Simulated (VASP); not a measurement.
# AgCl in VASP: further runs

Aim: see how the results for AgCl move with the level of theory and the settings. Levels: PBE, LDA. Tasks: single point.

All numbers are computed with VASP 6.6.1; they aren't measurements. Logs are shortened: lines on timing, memory, paths and dates and some standing lists are left out, and cuts for length are marked.

## 1. The cell of the first run

The structure is tetragonal, space group P4mm (No. 99). Conventional cell: a = 3.434 Å, b = 3.434 Å, c = 3.434 Å, α = 90.00°, β = 90.00°, γ = 90.00°. Within 3.9 Å of Ag (site symmetry 4mm) lie 8 Cl at 2.95 to 3.00 Å and 6 Ag at 3.43 Å. Cl (site symmetry 4mm) has 8 Ag at 2.95 to 3.00 Å and 6 Cl at 3.43 Å within 3.9 Å.

## 2. Single point, PBE

File INCAR:

```
SYSTEM = AgCl
ALGO = Normal
EDIFF = 1E-6
ENCUT = 500
GGA = PE
GGA_COMPAT = .False.
ISIF = 2
ISMEAR = 0
LASPH = .True.
LCHARG = .False.
LREAL = .False.
LWAVE = .False.
NBANDS = 16
NELM = 120
PREC = Accurate
SIGMA = 0.1
```

File KPOINTS:

```
k-points
0
Gamma
  1 1 1
  0 0 0
```

File POSCAR:

```
AgCl
1.0
    3.4339730000      0.0000000000      0.0000000000
    0.0000000000      3.4339730000      0.0000000000
    0.0000000000      0.0000000000      3.4339730000
Ag Cl
1 1
Direct
    0.0000000000      0.0000000000      0.0145603940
    0.5000000000      0.5000000000      0.5000000000
```

Potentials or basis: VASP PAW PBE potentials, release 64 (Ag, Cl).

Started as:

```console
cat potpaw_PBE.64/Ag/POTCAR potpaw_PBE.64/Cl/POTCAR > POTCAR
mpirun -np 1 vasp_gam > vasp.out
```

OUTCAR:

```text
SYSTEM = AgCl
   EDIFF = 1E-6
   ENCUT = 500
   GGA = PE
   ISIF = 2
   ISMEAR = 0
   LASPH = .True.
   LREAL = .False.
   NELM = 120
   PREC = Accurate

 ion  position               nearest neighbor table
   1  0.000  0.000  0.015-   2 2.95   2 2.95   2 2.95   2 2.95   2 3.00   2 3.00   2 3.00   2 3.00

   2  0.500  0.500  0.500-   1 2.95   1 2.95   1 2.95   1 2.95   1 3.00   1 3.00   1 3.00   1 3.00

  LATTYP: Found a simple cubic cell.
 ALAT       =     3.4339730000

  Lattice vectors:

 A1 = (   3.4339730000,   0.0000000000,   0.0000000000)
 A2 = (   0.0000000000,   3.4339730000,   0.0000000000)
 A3 = (   0.0000000000,   0.0000000000,   3.4339730000)

Analysis of symmetry for initial positions (statically):
=====================================================================
 Subroutine PRICEL returns:
 Original cell was already a primitive cell.

 Routine SETGRP: Setting up the symmetry group for a
 simple cubic supercell.

 Subroutine GETGRP returns: Found  8 space group operations
 (whereof  8 operations were pure point group operations)
 out of a pool of 48 trial point group operations.

The static configuration has the point symmetry C_4v.

Analysis of symmetry for dynamics (positions and initial velocities):
=====================================================================
 Subroutine PRICEL returns:
 Original cell was already a primitive cell.

 Routine SETGRP: Setting up the symmetry group for a
 simple cubic supercell.

 Subroutine GETGRP returns: Found  8 space group operations
 (whereof  8 operations were pure point group operations)
 out of a pool of 48 trial point group operations.

The dynamic configuration has the point symmetry C_4v.

 Subroutine INISYM returns: Found  8 space group operations
 (whereof  8 operations are pure point group operations),
 and found     1 'primitive' translations

----------------------------------------------------------------------------------------

                                     Primitive cell

  volume of cell :      40.4940

  direct lattice vectors                    reciprocal lattice vectors
     3.433973000  0.000000000  0.000000000     0.291207881  0.000000000  0.000000000
     0.000000000  3.433973000  0.000000000     0.000000000  0.291207881  0.000000000
     0.000000000  0.000000000  3.433973000     0.000000000  0.000000000  0.291207881

  length of vectors
     3.433973000  3.433973000  3.433973000     0.291207881  0.291207881  0.291207881

[... 53 lines left out ...]
   LASPH  =      T    aspherical Exc in radial PAW
   ENCUT  =  500.0 eV  36.75 Ry    6.06 a.u.   6.26  6.26  6.26*2*pi/ulx,y,z
   NELM   =    120;   NELMIN=  2; NELMDL= -5     # of ELM steps
   EDIFF  = 0.1E-05   stopping-criterion for ELM
   LREAL  =      F    real-space projection
   EDIFFG = 0.1E-04   stopping-criterion for IOM
   NSW    =      0    number of steps for IOM
   IBRION =     -1    ionic relax: 0-MD 1-quasi-New 2-CG
   NFREE  =      0    steps in history (QN), initial steepest desc. (CG)
   ISIF   =      2    stress and relaxation
   ISYM   =      2    0-nonsym 1-usesym 2-fastsym
   POTIM  = 0.5000    time-step for ionic-motion
   TEBEG  =    0.0;   TEEND  =   0.0 temperature during run
   PSTRESS=    0.0 pullay stress
   NELECT =      18.0000    total number of electrons
   NUPDOWN=      -1.0000    fix difference up-down
   EMIN   =  10.00;   EMAX   =-10.00  energy-range for DOS
   EFERMI =   0.00;   METHOD = LEGACY
   ISMEAR =     0;   SIGMA  =   0.10  broadening in eV -4-tet -1-fermi 0-gaus
   EFERMI_NEDOS =   21; number of points for ismear=-14 and -15
   IALGO  =     38    algorithm
   IMIX   =      4    mixing-type and parameters
     AMIX     =   0.40;   BMIX     =  1.00
     AMIX_MAG =   1.60;   BMIX_MAG =  1.00
  volume/ion in A,a.u.               =      20.25       136.63
  Fermi-wavevector in a.u.,A,eV,Ry     =   1.249402  2.361027 21.238760  1.561005
  Thomas-Fermi vector in A             =   2.383444
   LORBIT       =      0    0 simple, 1 ext, 2 COOP (PROOUT), +10 PAW based schemes
   GGA     = PE    functional components
   LHFCALC =     F    Hartree Fock is set to
   AEXX    =    0.0000 exact exchange contribution
   IVDW    =     0    specifies the selected vdW correction
   LEPSILON=     F    determine dielectric tensor
   LRPA    =     F    only Hartree local field effects (RPA)
 non-spin polarized calculation
 Gauss-broadening in eV      SIGMA  =   0.10
  energy-cutoff  :      500.00
  volume of cell :       40.49
 maximum number of plane-waves:       511
 NGX is ok and might be reduce to    28
   NGX = 13   NGY = 13   NGZ = 13

 number of electron      18.0000002 magnetization

 Free energy of the ion-electron system (eV)
  ---------------------------------------------------
  ext. energy  EPLUGINS =         0.00000000
  ---------------------------------------------------
  free energy    TOTEN  =        -1.86606892 eV

  energy without entropy =       -1.86606892  energy(sigma->0) =       -1.86606892

 E-fermi :   3.7994     XC(G=0): -10.1754

 val. band max:        3.3103707467   @ k =   0.0000   0.0000   0.0000
 cond. band min:       4.5386283335   @ k =   0.0000   0.0000   0.0000
 fundamental gap:      1.2282575868
 Fermi energy:         3.7994056954

 k-point     1 :       0.0000    0.0000    0.0000
  band No.  band energies     occupation
      1      -9.6353      2.00000
      2       0.4612      2.00000
      3       0.4633      2.00000
      4       1.3783      2.00000
      5       1.3783      2.00000
      6       1.3793      2.00000
[... 8 lines left out ...]
     15      17.6513      0.00000
     16      20.7900      0.00000

------------------------ aborting loop because EDIFF is reached ----------------------------------------

  FORCE on cell =-STRESS in cart. coord.  units (eV):
  Direction    XX          YY          ZZ          XY          YZ          ZX
  --------------------------------------------------------------------------------------
  -------------------------------------------------------------------------------------
  Total        0.8151612      0.8151612      0.7813290      0.0000000      0.0000000      0.0000000
  in kB       32.2525035     32.2525035     30.9139052      0.0000000      0.0000000      0.0000000
  external PRESSURE =      31.8063041 kB  Pullay stress =       0.0000000 kB

 VOLUME and BASIS-vectors are now :
 -----------------------------------------------------------------------------
  energy-cutoff  :      500.00
  volume of cell :       40.49
      direct lattice vectors                 reciprocal lattice vectors
     3.433973000  0.000000000  0.000000000     0.291207881  0.000000000  0.000000000
     0.000000000  3.433973000  0.000000000     0.000000000  0.291207881  0.000000000
     0.000000000  0.000000000  3.433973000     0.000000000  0.000000000  0.291207881

 POSITION                                       TOTAL-FORCE (eV/Angst)
 -----------------------------------------------------------------------------------
      0.00000      0.00000      0.05000        -0.000000     -0.000000     -0.172473
      1.71699      1.71699      1.71699         0.000000      0.000000      0.172473
 -----------------------------------------------------------------------------------
    total drift:                               -0.000000      0.000000      0.000015

  FREE ENERGIE OF THE ION-ELECTRON SYSTEM (eV)
  ---------------------------------------------------
  free  energy   TOTEN  =        -1.8660689188 eV

  energy  without entropy=       -1.8660689188  energy(sigma->0) =       -1.86606892
```

Wall time 7.8 s (1 thread of AMD EPYC 7R13, shared host); peak memory 0.15 GiB.

Results:

- Free energy: -1.8661 eV
- Pressure: 3.2 GPa
- Largest force: 0.172 eV/Å

Forces in eV/Å, atoms in the order of the input:
```
Ag   0.000  0.000 -0.172
Cl   0.000  0.000  0.172
```

Levels at points of the mesh, in eV from the Fermi level:
| k point | band 6 | band 7 | band 8 | band 9 | band 10 | band 11 | band 12 | band 13 |
| --- | --- | --- | --- | --- | --- | --- | --- | --- |
| (0.00, 0.00, 0.00) | -2.42 | -0.49 | -0.49 | -0.49 | 0.74 | 10.00 | 10.02 | 13.83 |

Caveat: the k points lie up to 1.83 Å⁻¹ apart, too coarse for converged energies, forces and pressures.

## 3. Single point, PBE

File INCAR:

```
  PREC = Accurate
  ENCUT = 500
  EDIFF = 1E-6
  ISMEAR = 0
  SIGMA = 0.01
  LREAL = False
  LASPH = True
  NELM = 120
  ALGO = Normal
  ISIF = 2
  LWAVE = False
  LCHARG = False
  GGA = PE
  ISYM = 0
  NBANDS = 16
  GGA_COMPAT = False
```

File KPOINTS:

```
Automatic mesh
0
Gamma
  1 2 1
```

Changes to POSCAR since step 2:

```diff
@@ -8,3 +8,3 @@
 Direct
-    0.0000000000      0.0000000000      0.0145603940
+    0.0000000000      0.0000000000      0.0000000000
     0.5000000000      0.5000000000      0.5000000000
```

Potentials or basis: VASP PAW PBE potentials, release 64 (Ag, Cl).

Started as:

```console
cat potpaw_PBE.64/Ag/POTCAR potpaw_PBE.64/Cl/POTCAR > POTCAR
mpirun -np 1 vasp_std > vasp.out
```

OUTCAR:

```text
PREC = Accurate
   ENCUT = 500
   EDIFF = 1E-6
   ISMEAR = 0
   LREAL = False
   LASPH = True
   NELM = 120
   ISIF = 2
   GGA = PE
   ISYM = 0

 ion  position               nearest neighbor table
   1  0.000  0.000  0.000-   2 2.97   2 2.97   2 2.97   2 2.97   2 2.97   2 2.97   2 2.97   2 2.97

   2  0.500  0.500  0.500-   1 2.97   1 2.97   1 2.97   1 2.97   1 2.97   1 2.97   1 2.97   1 2.97

IMPORTANT INFORMATION: All symmetrisations will be switched off!
NOSYMM: (Re-)initialisation of all symmetry stuff for point group C_1.

----------------------------------------------------------------------------------------

                                     Primitive cell

  volume of cell :      40.4940

  direct lattice vectors                    reciprocal lattice vectors
     3.433973000  0.000000000  0.000000000     0.291207881  0.000000000  0.000000000
     0.000000000  3.433973000  0.000000000     0.000000000  0.291207881  0.000000000
     0.000000000  0.000000000  3.433973000     0.000000000  0.000000000  0.291207881

  length of vectors
     3.433973000  3.433973000  3.433973000     0.291207881  0.291207881  0.291207881

  position of ions in fractional coordinates (direct lattice)
     0.000000000  0.000000000  0.000000000
     0.500000000  0.500000000  0.500000000

  ion indices of the primitive-cell ions
   primitive index   ion index
                 1           1
                 2           2

----------------------------------------------------------------------------------------

 KPOINTS: Automatic mesh

Automatic generation of k-mesh.
 Grid dimensions read from file:
 generate k-points for:    1    2    1

 Generating k-lattice:

  Cartesian coordinates                     Fractional coordinates (reciprocal lattice)
     0.291207881  0.000000000  0.000000000     1.000000000  0.000000000  0.000000000
     0.000000000  0.145603940  0.000000000     0.000000000  0.500000000  0.000000000
     0.000000000  0.000000000  0.291207881     0.000000000  0.000000000  1.000000000

  Length of vectors
     0.291207881  0.145603940  0.291207881

  Shift w.r.t. Gamma in fractional coordinates (k-lattice)
     0.000000000  0.000000000  0.000000000

 -----------------------------------------------------------------------------
|                                                                             |
|           W    W    AA    RRRRR   N    N  II  N    N   GGGG   !!!           |
|           W    W   A  A   R    R  NN   N  II  NN   N  G    G  !!!           |
|           W    W  A    A  R    R  N N  N  II  N N  N  G       !!!           |
|           W WW W  AAAAAA  RRRRR   N  N N  II  N  N N  G  GGG   !            |
|           WW  WW  A    A  R   R   N   NN  II  N   NN  G    G                |
|           W    W  A    A  R    R  N    N  II  N    N   GGGG   !!!           |
|                                                                             |
|     Your reciprocal lattice and k-lattice belong to different lattice       |
|     classes:                                                                |
|                                                                             |
|        The reciprocal lattice is simple cubic,                              |
|        whereas your k-lattice is simple tetragonal.                         |
|                                                                             |
|     Results are often still useful ...                                      |
|                                                                             |
 -----------------------------------------------------------------------------

 WARNING: IBZKPT: internal override: KBLOWUP is changed to .FALSE.
      ... skipping the blow-up phase ...

 Subroutine IBZKPT returns following result:
 ===========================================

 Found      2 irreducible k-points:

 Following reciprocal coordinates:
            Coordinates               Weight
  0.000000  0.000000  0.000000      1.000000
  0.000000  0.500000  0.000000      1.000000
   k-points           NKPTS =      2   k-points in BZ     NKDIM =      2   number of bands    NBANDS=     16
   number of dos      NEDOS =    301   number of ions     NIONS =      2
   total plane-waves  NPLWV =  21952
   dimension x,y,z NGX =    28 NGY =   28 NGZ =   28
   dimension x,y,z NGXF=    56 NGYF=   56 NGZF=   56
   ions per type =               1   1
   NGX,Y,Z   is equivalent  to a cutoff of  13.56, 13.56, 13.56 a.u.
   NGXF,Y,Z  is equivalent  to a cutoff of  27.11, 27.11, 27.11 a.u.
 SYSTEM =  unknown system
   PREC   = accura    normal or accurate (medium, high low for compatibility)
   ISTART =      0    job   : 0-new  1-cont  2-samecut
   ICHARG =      2    charge: 1-file 2-atom 10-const
   ISPIN  =      1    spin polarized calculation?
   LNONCOLLINEAR =      F non collinear calculations
   LSORBIT =      F    spin-orbit coupling
   LASPH  =      T    aspherical Exc in radial PAW
   ENCUT  =  500.0 eV  36.75 Ry    6.06 a.u.   6.26  6.26  6.26*2*pi/ulx,y,z
   NELM   =    120;   NELMIN=  2; NELMDL= -5     # of ELM steps
   EDIFF  = 0.1E-05   stopping-criterion for ELM
   LREAL  =      F    real-space projection
   EDIFFG = 0.1E-04   stopping-criterion for IOM
   NSW    =      0    number of steps for IOM
   IBRION =     -1    ionic relax: 0-MD 1-quasi-New 2-CG
   NFREE  =      0    steps in history (QN), initial steepest desc. (CG)
   ISIF   =      2    stress and relaxation
   ISYM   =      0    0-nonsym 1-usesym 2-fastsym
   POTIM  = 0.5000    time-step for ionic-motion
   TEBEG  =    0.0;   TEEND  =   0.0 temperature during run
   PSTRESS=    0.0 pullay stress
   NELECT =      18.0000    total number of electrons
   NUPDOWN=      -1.0000    fix difference up-down
   EMIN   =  10.00;   EMAX   =-10.00  energy-range for DOS
   EFERMI =   0.00;   METHOD = LEGACY
   ISMEAR =     0;   SIGMA  =   0.01  broadening in eV -4-tet -1-fermi 0-gaus
   EFERMI_NEDOS =   21; number of points for ismear=-14 and -15
   IALGO  =     38    algorithm
   IMIX   =      4    mixing-type and parameters
     AMIX     =   0.40;   BMIX     =  1.00
     AMIX_MAG =   1.60;   BMIX_MAG =  1.00
  volume/ion in A,a.u.               =      20.25       136.63
  Fermi-wavevector in a.u.,A,eV,Ry     =   1.249402  2.361027 21.238760  1.561005
  Thomas-Fermi vector in A             =   2.383444
   LORBIT       =      0    0 simple, 1 ext, 2 COOP (PROOUT), +10 PAW based schemes
   GGA     = PE    functional components
   LHFCALC =     F    Hartree Fock is set to
   AEXX    =    0.0000 exact exchange contribution
   IVDW    =     0    specifies the selected vdW correction
   LEPSILON=     F    determine dielectric tensor
   LRPA    =     F    only Hartree local field effects (RPA)
 non-spin polarized calculation
 Gauss-broadening in eV      SIGMA  =   0.01
  energy-cutoff  :      500.00
  volume of cell :       40.49
 maximum number of plane-waves:      1021
 NGX is ok and might be reduce to    28
   NGX = 13   NGY = 13   NGZ = 13

 number of electron      18.0000002 magnetization

 Free energy of the ion-electron system (eV)
  ---------------------------------------------------
  ext. energy  EPLUGINS =         0.00000000
  ---------------------------------------------------
  free energy    TOTEN  =        -2.69957802 eV

  energy without entropy =       -2.69957802  energy(sigma->0) =       -2.69957802

 E-fermi :   4.4855     XC(G=0): -10.1889

 val. band max:        4.4152156819   @ k =   0.0000   0.5000   0.0000
 cond. band min:       4.6025151373   @ k =   0.0000   0.0000   0.0000
 fundamental gap:      0.1872994554
 Fermi energy:         4.4854819479

 k-point     1 :       0.0000    0.0000    0.0000
  band No.  band energies     occupation
      1      -9.9588      2.00000
      2       0.9990      2.00000
      3       1.0022      2.00000
      4       1.9456      2.00000
      5       1.9456      2.00000
      6       1.9686      2.00000
[... 8 lines left out ...]
     15      17.7139      0.00000
     16      20.6112      0.00000

 k-point     2 :       0.0000    0.5000    0.0000
  band No.  band energies     occupation
      1      -9.4410      2.00000
      2      -0.8928      2.00000
      3       1.1143      2.00000
      4       1.1143      2.00000
      5       1.1296      2.00000
      6       2.0164      2.00000
[... 8 lines left out ...]
     15      19.6483      0.00000
     16      20.2831      0.00000

------------------------ aborting loop because EDIFF is reached ----------------------------------------

  FORCE on cell =-STRESS in cart. coord.  units (eV):
  Direction    XX          YY          ZZ          XY          YZ          ZX
  --------------------------------------------------------------------------------------
  -------------------------------------------------------------------------------------
  Total        1.8912825      3.7538055      1.8912434     -0.0000012     -0.0000002      0.0000232
  in kB       74.8301039    148.5223201     74.8285587     -0.0000494     -0.0000098      0.0009190
  external PRESSURE =      99.3936609 kB  Pullay stress =       0.0000000 kB

 VOLUME and BASIS-vectors are now :
 -----------------------------------------------------------------------------
  energy-cutoff  :      500.00
  volume of cell :       40.49
      direct lattice vectors                 reciprocal lattice vectors
     3.433973000  0.000000000  0.000000000     0.291207881  0.000000000  0.000000000
     0.000000000  3.433973000  0.000000000     0.000000000  0.291207881  0.000000000
     0.000000000  0.000000000  3.433973000     0.000000000  0.000000000  0.291207881

 POSITION                                       TOTAL-FORCE (eV/Angst)
 -----------------------------------------------------------------------------------
      0.00000      0.00000      0.00000         0.000000     -0.000000      0.000000
      1.71699      1.71699      1.71699        -0.000000      0.000000     -0.000000
 -----------------------------------------------------------------------------------
    total drift:                               -0.000000      0.000000      0.000000

  FREE ENERGIE OF THE ION-ELECTRON SYSTEM (eV)
  ---------------------------------------------------
  free  energy   TOTEN  =        -2.6995780205 eV

  energy  without entropy=       -2.6995780205  energy(sigma->0) =       -2.69957802
```

OSZICAR:

```text
N       E                     dE             d eps       ncg     rms          rms(c)
DAV:   1     0.100963131639E+03    0.10096E+03   -0.82835E+03    64   0.963E+02
DAV:   2    -0.328115285628E+00   -0.10129E+03   -0.94315E+02    80   0.217E+02
DAV:   3    -0.334286036771E+01   -0.30147E+01   -0.30096E+01    64   0.401E+01
DAV:   4    -0.336031317248E+01   -0.17453E-01   -0.17452E-01    96   0.334E+00
DAV:   5    -0.336052614795E+01   -0.21298E-03   -0.21298E-03    72   0.365E-01    0.414E+00
DAV:   6    -0.272301913593E+01    0.63751E+00   -0.66147E-01    64   0.962E+00    0.322E+00
DAV:   7    -0.269244363126E+01    0.30576E-01   -0.33935E-01    64   0.357E+00    0.219E+00
DAV:   8    -0.269762092618E+01   -0.51773E-02   -0.14318E-02    72   0.101E+00    0.675E-01
DAV:   9    -0.269932563255E+01   -0.17047E-02   -0.31467E-03    64   0.511E-01    0.753E-02
DAV:  10    -0.269952207757E+01   -0.19645E-03   -0.26999E-04    88   0.147E-01    0.526E-02
DAV:  11    -0.269957768248E+01   -0.55605E-04   -0.62793E-05    64   0.617E-02    0.659E-03
DAV:  12    -0.269957802052E+01   -0.33804E-06   -0.21818E-06    80   0.106E-02
   1 F= -.26995780E+01 E0= -.26995780E+01  d E =-.202647E-23
```

Run time: 6.9 s. Hardware: 1 thread of AMD EPYC 7R13, shared host; peak memory 0.15 GiB.

The run converged, but its numbers aren't listed here, since they failed a check.

Caveat: the k points lie up to 1.83 Å⁻¹ apart, too coarse for converged energies, forces and pressures; semilocal functionals underestimate gaps, and a narrow one can read as zero.

[end of part 1 of 2]
